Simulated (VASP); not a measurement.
# B (P6/mmm) in VASP: further runs, part 2 of 2

VASP 6.6.1. The steps go on from the part before.

## Step 3: Single point, PBEsol

This run uses another cell than the first one, of the same volume but with other edges.

Contents of INCAR:

```
  ALGO = Normal
  EDIFF = 1E-7
  ENCUT = 520
  GGA = PS
  ISIF = 2
  ISMEAR = 0
  LASPH = True
  LCHARG = True
  LELF = True
  LREAL = False
  LVHAR = True
  LWAVE = False
  NBANDS = 8
  NELM = 60
  PREC = Accurate
  SIGMA = 0.15
```

Contents of KPOINTS:

```
k-points
0
Gamma
  36 36 14
```

Contents of POSCAR:

```
B
1.0
    1.8338909766      0.0000000000      0.0000000000
   -0.9169454883      1.5881961735      0.0000000000
    0.0000000000      0.0000000000      3.1329124404
B
1
Direct
    0.0000000000      0.0000000000      0.0000000000
```

Potentials or basis: VASP PAW PBE potentials, release 64 (B).

Run with:

```
> cat potpaw_PBE.64/B/POTCAR > POTCAR
> mpirun -np 1 vasp_std > vasp.out
```

OUTCAR:

```text
EDIFF = 1E-7
   ENCUT = 520
   GGA = PS
   ISIF = 2
   ISMEAR = 0
   LASPH = True
   LREAL = False
   NELM = 60
   PREC = Accurate

 ion  position               nearest neighbor table
   1  0.000  0.000  0.000-

  LATTYP: Found a hexagonal cell.
 ALAT       =     1.8338909766
 C/A-ratio  =     1.7083417064

  Lattice vectors:

 A1 = (   1.8338909766,   0.0000000000,   0.0000000000)
 A2 = (  -0.9169454883,   1.5881961735,   0.0000000000)
 A3 = (   0.0000000000,   0.0000000000,   3.1329124404)

Analysis of symmetry for initial positions (statically):
=====================================================================
 Subroutine PRICEL returns:
 Original cell was already a primitive cell.

 Routine SETGRP: Setting up the symmetry group for a
 hexagonal supercell.

 Subroutine GETGRP returns: Found 24 space group operations
 (whereof 24 operations were pure point group operations)
 out of a pool of 24 trial point group operations.

The static configuration has the point symmetry D_6h.

Analysis of symmetry for dynamics (positions and initial velocities):
=====================================================================
 Subroutine PRICEL returns:
 Original cell was already a primitive cell.

 Routine SETGRP: Setting up the symmetry group for a
 hexagonal supercell.

 Subroutine GETGRP returns: Found 24 space group operations
 (whereof 24 operations were pure point group operations)
 out of a pool of 24 trial point group operations.

The dynamic configuration has the point symmetry D_6h.

 Subroutine INISYM returns: Found 24 space group operations
 (whereof 24 operations are pure point group operations),
 and found     1 'primitive' translations

----------------------------------------------------------------------------------------

                                     Primitive cell

  volume of cell :       9.1249
[... 102 lines left out ...]
   ISMEAR =     0;   SIGMA  =   0.15  broadening in eV -4-tet -1-fermi 0-gaus
   EFERMI_NEDOS =   21; number of points for ismear=-14 and -15
   IALGO  =     38    algorithm
   IMIX   =      4    mixing-type and parameters
     AMIX     =   0.40;   BMIX     =  1.00
     AMIX_MAG =   1.60;   BMIX_MAG =  1.00
  volume/ion in A,a.u.               =       9.12        61.58
  Fermi-wavevector in a.u.,A,eV,Ry     =   1.129900  2.135201 17.370199  1.276674
  Thomas-Fermi vector in A             =   2.266595
   LORBIT       =      0    0 simple, 1 ext, 2 COOP (PROOUT), +10 PAW based schemes
   GGA     = PS    functional components
   LHFCALC =     F    Hartree Fock is set to
   AEXX    =    0.0000 exact exchange contribution
   IVDW    =     0    specifies the selected vdW correction
   LEPSILON=     F    determine dielectric tensor
   LRPA    =     F    only Hartree local field effects (RPA)
 non-spin polarized calculation
 Gauss-broadening in eV      SIGMA  =   0.15
  energy-cutoff  :      520.00
  volume of cell :        9.12
 maximum number of plane-waves:       258
 NGX is ok and might be reduce to    14

 number of electron       3.0000000 magnetization

 Free energy of the ion-electron system (eV)
  ---------------------------------------------------
  ext. energy  EPLUGINS =         0.00000000
  ---------------------------------------------------
  free energy    TOTEN  =        -6.09423873 eV

  energy without entropy =       -6.08994847  energy(sigma->0) =       -6.09209360

 E-fermi :   5.3024     XC(G=0): -10.7341

 val. band max:        5.2976123056   @ k =   0.2500   0.0833   0.1429
 cond. band min:       5.3064911950   @ k =   0.2778   0.1389   0.3571
 fundamental gap:      0.0088788895
 Fermi energy:         5.3024309798

 k-point     1 :       0.0000    0.0000    0.0000
  band No.  band energies     occupation
      1     -10.4769      2.00000
      2       1.5334      2.00000
      3       9.8407      0.00000
      4      25.6783      0.00000
      5      25.6783      0.00000
      6      41.0636      0.00000
      7      45.3566      0.00000
      8      45.3566      0.00000
[... 243 lines left out ...]
 k-point    24 :       0.1389    0.0278    0.0000
  band No.  band energies     occupation
      1      -9.4436      2.00000
      2       2.8426      2.00000
      3      10.8163      0.00000
      4      21.9850      0.00000
      5      23.3681      0.00000
      6      38.4370      0.00000
      7      38.9670      0.00000
      8      47.2796      0.00000

 [... further k-points ...]
[... 5 lines left out ...]
  --------------------------------------------------------------------------------------
  -------------------------------------------------------------------------------------
  Total       -2.5061612     -2.5061612      0.1610086      0.0000000      0.0000000      0.0000000
  in kB     -440.0415341   -440.0415341     28.2705134      0.0000000      0.0000000      0.0000000
  external PRESSURE =    -283.9375183 kB  Pullay stress =       0.0000000 kB

 VOLUME and BASIS-vectors are now :
 -----------------------------------------------------------------------------
  energy-cutoff  :      520.00
  volume of cell :        9.12
      direct lattice vectors                 reciprocal lattice vectors
     1.833890977  0.000000000  0.000000000     0.545288686  0.314822569  0.000000000
    -0.916945488  1.588196174  0.000000000     0.000000000  0.629645139  0.000000000
     0.000000000  0.000000000  3.132912440     0.000000000  0.000000000  0.319191812

 POSITION                                       TOTAL-FORCE (eV/Angst)
 -----------------------------------------------------------------------------------
      0.00000      0.00000      0.00000         0.000000      0.000000      0.000000
 -----------------------------------------------------------------------------------
    total drift:                                0.000000     -0.000000      0.000000

  FREE ENERGIE OF THE ION-ELECTRON SYSTEM (eV)
  ---------------------------------------------------
  free  energy   TOTEN  =        -6.0942387306 eV

  energy  without entropy=       -6.0899484673  energy(sigma->0) =       -6.09209360
```

Wall time 27 s (1 thread of AMD EPYC 9R45 (Zen 5), shared host); peak memory 0.13 GiB.

What came out:

```yaml
Free_energy: -6.0942 eV
Pressure: -28.4 GPa
Band_gap_on_the_k_mesh: zero (an odd number of electrons rules out a gap without spin polarisation)
```

Caveat: the cell stands under tension; the PAW data sets were made with another functional, which shifts forces and pressure a little.

## Step 4: Single point, PBEsol

This run uses another cell than the first one, of the same volume but with other edges.

Contents of INCAR:

```
SYSTEM = B
PREC = Accurate
ENCUT = 520
EDIFF = 1E-7
ISMEAR = 0
SIGMA = 0.15
LREAL = .False.
LASPH = .True.
NELM = 80
ALGO = Normal
ISIF = 2
LWAVE = .False.
LCHARG = .False.
GGA = PS
NBANDS = 8
```

Contents of KPOINTS:

```
regular mesh
0
Gamma
  36 36 14
  0 0 0
```

Contents of POSCAR:

```
B
1.0
    1.5598723450      0.0000000000      0.0000000000
   -0.7799361725      1.3508890774      0.0000000000
    0.0000000000      0.0000000000      4.3302918485
B
1
Direct
    0.0000000000      0.0000000000      0.0000000000
```

Run with:

```
> cat potpaw_PBE.64/B/POTCAR > POTCAR
> mpirun -np 1 vasp_std > vasp.out
```

It took 25 s on 1 thread of AMD EPYC 9R45 (Zen 5), shared host; peak memory 0.13 GiB.

The run converged. Its results:

* Free energy: -5.8462 eV
* Pressure: 61.2 GPa
* Band gap on the k mesh: zero (an odd number of electrons rules out a gap without spin polarisation)

Stress tensor (GPa, compression positive):
```
92.12  0.00  0.00
 0.00 92.12  0.00
 0.00  0.00 -0.70
```

Levels at points of the mesh, in eV from the Fermi level:
| k point | band 1 | band 2 | band 3 | band 4 | band 5 | band 6 | band 7 |
| --- | --- | --- | --- | --- | --- | --- | --- |
| (0.00, 0.00, 0.00) | -19.05 | -9.54 | 0.81 | 15.95 | 20.65 | 31.67 | 31.67 |
| (0.50, 0.00, 0.00) | -10.44 | 3.22 | 7.11 | 14.53 | 20.10 | 20.46 | 21.57 |
| (0.00, 0.00, 0.50) | -18.99 | -10.07 | 4.67 | 7.60 | 31.67 | 31.67 | 32.33 |
| (0.50, 0.00, 0.50) | -10.43 | 3.31 | 6.87 | 13.48 | 20.46 | 23.84 | 25.71 |

Caveat: the cell stands under pressure; the PAW data sets were made with another functional, which shifts forces and pressure a little.

## Step 5: Overview

| cell | gap on the mesh (eV) | pressure (GPa) |
| --- | --- | --- |
| a = 1.675, b = 1.675, c = 3.756 Å, angles 90.0, 90.0, 120.0°, 1 atom | none | 11.4 |
| a = 1.834, b = 1.834, c = 3.133 Å, angles 90.0, 90.0, 120.0°, 1 atom | none | -28.4 |
| a = 1.560, b = 1.560, c = 4.330 Å, angles 90.0, 90.0, 120.0°, 1 atom | none | 61.2 |

Alike in all rows: task single point; level PBEsol; potentials or basis VASP PAW PBE potentials, release 64 (B); no spin polarisation; k mesh 36 × 36 × 14; cutoff (eV) 520; smearing gaussian 0.15 eV.

Caveats: the PAW data sets were made with another functional, which shifts forces and pressure a little; the cell stands under pressure (at least some runs); the cell stands under tension (at least some runs).

Absolute energies hang on the potentials; compare differences alone.
